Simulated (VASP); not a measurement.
Here is a VASP 6.6.1 calculation.

File INCAR:

```
PREC     = Accurate       # precision mode
ENCUT    = 520            # plane-wave cutoff, eV
EDIFF    = 1E-6           # SCF threshold, eV
ISMEAR   = 0              # smearing method
SIGMA    = 0.05           # smearing width, eV
LREAL    = F              # projectors in reciprocal space
LASPH    = T              # aspherical terms in the spheres
NELM     = 150            # most SCF steps
ALGO     = Normal         # electronic algorithm
ISIF     = 2              # what is computed and relaxed
LWAVE    = F              # write WAVECAR
LCHARG   = T              # write CHGCAR
ISPIN    = 2              # spin polarisation
MAGMOM   = 1.3 1.3 1.02 1.02 1.02 1.02 # initial moments
LORBIT   = 11             # projections on sites
NUPDOWN  = 8.0            # fixed moment
LMAXMIX  = 4              # l up to which the mixer works
LDAU     = T              # DFT+U
LDAUTYPE = 2            
LDAUL    = 2 -1           # shell
LDAUU    = 2 0            # U, eV
LDAUJ    = 0 0          
LDAUPRINT= 1            
GGA      = PS             # functional
LELF     = T              # ELF
LVHAR    = T            
NBANDS   = 35             # bands
```

File KPOINTS:

```
regular mesh
0
Gamma
  7 7 3
```

POSCAR

```
PtS2
1.0
    3.5431995400      0.0000000000      0.0000000000
   -1.7715997700      3.0685008100      0.0000000000
    0.0000000000      0.0000000000     10.0776001800
Pt S
2 4
Direct
    0.0000000000      0.0000000000      0.0000000000
    0.0000000000      0.0000000000      0.5000000000
    0.3333333333      0.6666666667      0.1250000000
    0.6666666667      0.3333333333      0.3750000000
    0.3333333333      0.6666666667      0.6250000000
    0.6666666667      0.3333333333      0.8750000000
```

Potentials or basis: VASP PAW PBE potentials, release 64 (Pt, S).

The run is started by

```bash
$ cat potpaw_PBE.64/Pt/POTCAR potpaw_PBE.64/S/POTCAR > POTCAR
$ mpirun -np 1 vasp_std > vasp.out
```

Task: Predict the largest force.

Result: 1.242 eV/Å.

Task: What does it give for the pressure?

Result: 14.7 GPa.

Eigenvalues of the final occupation matrices:
```csv
site,spin,trace,eigenvalues
site 1 d,1,4.79,0.93 0.93 0.93 1.00 1.00
site 1 d,2,3.49,0.62 0.62 0.74 0.75 0.75
site 2 d,1,4.79,0.93 0.93 0.93 1.00 1.00
site 2 d,2,3.49,0.62 0.62 0.74 0.75 0.75
```

Caveat: the moment is held away from its start; the PAW data sets were made with another functional, which shifts forces and pressure a little; spin-orbit coupling is left out, which moves the levels of the heavy elements; the total moment is fixed, so each spin has its own Fermi level. The state reached can hang on the start; a lower one may exist.
